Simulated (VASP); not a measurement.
Set up this calculation in VASP 6.6.1, as the native input.

```
Task                   : single point
Functional             : LDA
Potentials or basis    : VASP PAW LDA potentials, release 64 (Al, N)
Cutoff                 : 520 eV
k mesh                 : 9 × 9 × 6
Occupations            : gaussian, width 0.05 eV
Spin                   : no spin polarisation
Dipole correction      : no
Further INCAR settings : ALGO = Normal; EDIFF = 1e-07; NBANDS = 16
```

The structure of AlN lies in POSCAR:

```
AlN
1.0
    3.0887424016      0.0000000000      0.0000000000
   -1.5443712008      2.6749293856      0.0000000000
    0.0000000000      0.0000000000      4.9437688231
Al N
2 2
Direct
    0.3333333333      0.6666666667      0.0015212672
    0.6666666667      0.3333333333      0.5015212672
    0.3333333333      0.6666666667      0.3834787328
    0.6666666667      0.3333333333      0.8834787328
```

The input as run:

INCAR

```
  ALGO = Normal
  EDIFF = 1E-7
  ENCUT = 520
  ISIF = 2
  ISMEAR = 0
  LASPH = True
  LCHARG = False
  LREAL = False
  LWAVE = False
  NBANDS = 16
  NELM = 100
  PREC = Accurate
  SIGMA = 0.05
```

KPOINTS

```
k-points
0
Gamma
  9 9 6
```

Potentials or basis: VASP PAW LDA potentials, release 64 (Al, N).

Command:

```console
$ cat potpaw_LDA.64/Al/POTCAR potpaw_LDA.64/N/POTCAR > POTCAR
$ mpirun -np 1 vasp_std > vasp.out
```

It gave:

```
Pressure               : 0.6 GPa
Band gap on the k mesh : 4.42 eV, direct
```

It took 23 s on 1 thread of Intel(R) Xeon(R) 6975P-C (Granite Rapids), on a shared host, peak memory 0.15 GiB.
